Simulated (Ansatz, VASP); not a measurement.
# Ba in VASP and in Ansatz

File INCAR:

```
SYSTEM = Ba
PREC = Accurate
ENCUT = 520
EDIFF = 1E-6
ISMEAR = -1
SIGMA = 0.08
LREAL = .False.
LASPH = .True.
NELM = 60
ALGO = Normal
ISIF = 2
LWAVE = .False.
LCHARG = .False.
GGA = PS
NBANDS = 17
```

File KPOINTS:

```
Automatic mesh
0
Gamma
  10 10 6
  0 0 0
```

POSCAR

```
Ba
1.0
    3.2732794878      0.0000000000      0.0000000000
   -1.6366397439      2.8347431901      0.0000000000
    0.0000000000      0.0000000000      5.0064716199
Ba
2
Direct
    0.3333333333      0.6666666667      0.2500000000
    0.6666666667      0.3333333333      0.7500000000
```

Input for Ansatz:

```yaml
crystal:
  lattice:
    - [3.2732794878, 0.0, 0.0]
    - [-1.6366397439, 2.8347431901, 0.0]
    - [0.0, 0.0, 5.0064716199]
  atoms:
    - { symbol: Ba, position: [0.3333333333, 0.6666666667, 0.25] }
    - { symbol: Ba, position: [0.6666666667, 0.3333333333, 0.75] }
kpoints:
  mp_grid: { grid: [10, 10, 6] }
scf:
  occupations: { method: fermi_dirac, width: 0.08 }
hamiltonian:
  xc: pbesol
  pseudopotentials: { kind: paw, level: accurate }
output:
  forces: true
  stress: true
  eigenvalues: true
```

Alike in both runs: task single point; functional PBEsol; k mesh 10 × 10 × 6; occupations fermi-dirac, width 0.08 eV; no spin polarisation.

|  | VASP | Ansatz |
| --- | --- | --- |
| version | VASP 6.6.1 | Ansatz 0.2.0 |
| potentials or method | VASP PAW PBE potentials, release 64 (Ba_sv) | PAW with other files of Ansatz's library (level accurate), scalar-relativistic |
| plane-wave cutoff (eV) | 520 | 360 |
| valence electrons in the cell | 20 | 20 |

```csv
,VASP,Ansatz,Ansatz less VASP
pressure (GPa),37.3,28.2,-9.08
"traceless stress, the component that is largest in VASP (GPa)",1.59,0.15,-1.439
```

VASP's potentials were made for PBE, not for PBEsol. The pressures are high and differ by over a tenth, so treat them with care. With one functional, cell and mesh, what is left measures potentials, basis and numerics.

Spin-orbit coupling is off throughout.
